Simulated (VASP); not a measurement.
**V: single point with PBE**

V:

```
V
1.0
     1.49839   -1.49839    1.49839
    -1.49839    1.49839    1.49839
    -2.99677   -2.99677    0.00000
V
2
Direct
  0.00000 0.00000 0.00000
  0.50000 0.50000 0.50000
```

```json
{"Program": "VASP 6.6.1", "Task": "single point", "Functional": "PBE", "Potentials or basis": "VASP PAW PBE potentials, release 64 (V_sv)", "Cutoff": "500 eV", "k mesh": "14 × 14 × 8", "Occupations": "gaussian, width 0.05 eV", "Spin": "collinear spin, ferromagnetic start", "Starting moments": "[1.0, 1.0] μB"}
```

```yaml
Pressure: 0.0 GPa
Band_gap_on_the_k_mesh: zero (filled and empty bands overlap)
Net_moment: 0.00 μB per cell
Valence_electrons_inside_the_program's_atomic_spheres: V 11.65
```

Stress tensor (GPa, compression positive):
```
 0.03 -0.05  0.00
-0.05  0.03  0.00
 0.00  0.00  0.00
```

Levels at points of the mesh, in eV from the Fermi level:
Spin up:
```csv
k point,band 10,band 11,band 12,band 13,band 14,band 15,band 16,band 17
"(0.00, 0.00, 0.00)",-3.17,-1.13,0.41,0.41,0.41,1.65,2.43,2.43
"(0.50, 0.00, 0.00)",-2.16,-1.15,-1.15,-0.47,-0.47,2.21,2.21,2.90
"(0.50, 0.50, 0.00)",-2.99,-2.99,-1.13,1.65,2.43,2.79,3.73,3.73
"(0.00, 0.00, 0.50)",-4.44,-0.41,-0.41,-0.02,-0.02,2.03,2.03,2.10
"(0.50, 0.00, 0.50)",-3.17,-1.13,-1.13,1.65,1.65,2.43,2.43,2.79
"(0.50, 0.50, 0.50)",-2.25,-1.59,-1.59,0.76,0.76,1.58,1.58,3.92
```
Spin down:
```
           k point  band 10  band 11  band 12  band 13  band 14  band 15  band 16  band 17
(0.00, 0.00, 0.00)    -3.17    -1.13     0.41     0.41     0.41     1.65     2.43     2.43
(0.50, 0.00, 0.00)    -2.16    -1.15    -1.15    -0.47    -0.47     2.21     2.21     2.90
(0.50, 0.50, 0.00)    -2.99    -2.99    -1.13     1.65     2.43     2.79     3.73     3.73
(0.00, 0.00, 0.50)    -4.44    -0.41    -0.41    -0.02    -0.02     2.03     2.03     2.10
(0.50, 0.00, 0.50)    -3.17    -1.13    -1.13     1.65     1.65     2.43     2.43     2.79
(0.50, 0.50, 0.50)    -2.25    -1.59    -1.59     0.76     0.76     1.58     1.58     3.92
```

Wall time 5.5 min on 1 thread of AMD EPYC 7R43 64-Core Processor (Zen 3), on a shared host, peak memory 0.29 GiB.

Caveat: the moments typed at the start vanished in this run.
